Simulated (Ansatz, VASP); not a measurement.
# InAs in VASP and in Ansatz

File INCAR:

```
  PREC = Accurate
  ENCUT = 500
  EDIFF = 1E-6
  ISMEAR = 0
  SIGMA = 0.1
  LREAL = F
  LASPH = T
  NELM = 200
  ALGO = Normal
  ISIF = 2
  LWAVE = F
  LCHARG = F
  LDAU = T
  LDAUTYPE = 1
  LDAUL = 2 -1
  LDAUU = 3.1 0
  LDAUJ = 0.61 0
  LDAUPRINT = 1
  GGA = PE
  NBANDS = 16
  GGA_COMPAT = F
```

Contents of KPOINTS:

```
Automatic mesh
0
Gamma
  4 4 4
```

POSCAR

```
InAs
1.0
    0.0000000000      2.8773040000      2.8773040000
    2.8773040000      0.0000000000      2.8773040000
    2.8773040000      2.8773040000      0.0000000000
In As
1 1
Direct
    0.5000000000      0.5000000000      0.5000000000
    0.0000000000      0.0000000000      0.0000000000
```

Input for Ansatz:

```yaml
crystal:
  lattice:
    - [0.0, 2.877304, 2.877304]
    - [2.877304, 0.0, 2.877304]
    - [2.877304, 2.877304, 0.0]
  atoms:
    - { symbol: In, position: [0.5, 0.5, 0.5] }
    - { symbol: As, position: [0.0, 0.0, 0.0] }
basis:
  ecutwfc: 420
kpoints:
  mp_grid: { grid: [4, 4, 4] }
hamiltonian:
  xc: pbe
  hubbard:
    sites: [{ species: In, l: d, u: 3.1, j: 0.61 }]
    projectors: ortho-atomic
scf:
  occupations: { method: gaussian, width: 0.1 }
  convergence: { dr2_threshold: "1e-9 eV" }
output:
  forces: true
  stress: true
  eigenvalues: true
```

Alike in both runs: task single point; functional PBE; k mesh 4 × 4 × 4; occupations gaussian, width 0.1 eV; no spin polarisation; Hubbard terms In d U = 3.1 eV, J = 0.61 eV.

|  | VASP | Ansatz |
| --- | --- | --- |
| version | VASP 6.6.1 | Ansatz 0.2.0 |
| potentials or method | VASP PAW PBE potentials, release 64 (In_d, As), cutoff 500 eV | scalar-relativistic, plane waves, PAW |
| valence electrons in the cell | 18 | 28 |

|  | VASP | Ansatz | Ansatz less VASP |
| --- | --- | --- | --- |
| gap on the k mesh at the Fermi level (eV) | none | none | - |
| pressure (GPa) | 0.0 | 0.9 | +0.85 |

The programs project onto different local orbitals, so the same U acts differently, and such runs can settle in different states. A gap of «none» marks a metal or a gap that the smearing closes. VASP's potentials hold 18 valence electrons a cell and Ansatz's 28, so a difference there can come from the potentials and not from the codes. Ansatz's warnings: filled band counts differ across k points, stress scf threshold loose.

The k mesh is coarse, so the values compare programs but aren't converged.
